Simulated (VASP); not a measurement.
A run of VASP 6.6.1 is set up as follows.

Contents of INCAR:

```
SYSTEM = TaN
  PREC = Accurate
  ENCUT = 520
  EDIFF = 1E-7
  ISMEAR = 0
  SIGMA = 0.1
  LREAL = .FALSE.
  LASPH = .TRUE.
  NELM = 100
  ALGO = Fast
  ISIF = 2
  LWAVE = .FALSE.
  LCHARG = .FALSE.
  GGA = PS
  NBANDS = 24
```

The input KPOINTS:

```
Automatic mesh
0
G
  16 16 12
  0 0 0
```

File POSCAR:

```
TaN
1.0
    2.1222093604      2.1222093604      0.0000000000
   -2.1222093604      2.1222093604      0.0000000000
    0.0000000000      0.0000000000      4.2444187207
Ta N
2 2
Direct
    0.5000000000      0.5000000000      0.0000000000
    0.0000000000      0.0000000000      0.5000000000
    0.0000000000      0.0000000000      0.0000000000
    0.5000000000      0.5000000000      0.5000000000
```

Potentials or basis: VASP PAW PBE potentials, release 64 (Ta_pv, N).

Command:

```console
$ cat potpaw_PBE.64/Ta_pv/POTCAR potpaw_PBE.64/N/POTCAR > POTCAR
$ mpirun -np 1 vasp_std > vasp.out
```

Task: What does it give for the band gap on the k mesh?

Result: Zero (bands 16 and 17 overlap by 4.71 eV).

Task: Estimate the pressure.

Result: 41.5 GPa.

Caveat: the cell differs from its parent crystal (equal strain along all axes, cell held: -3.0 %); the cell stands under pressure; the PAW data sets were made with another functional, which shifts forces and pressure a little; spin-orbit coupling is left out, which moves the levels of the heavy elements.
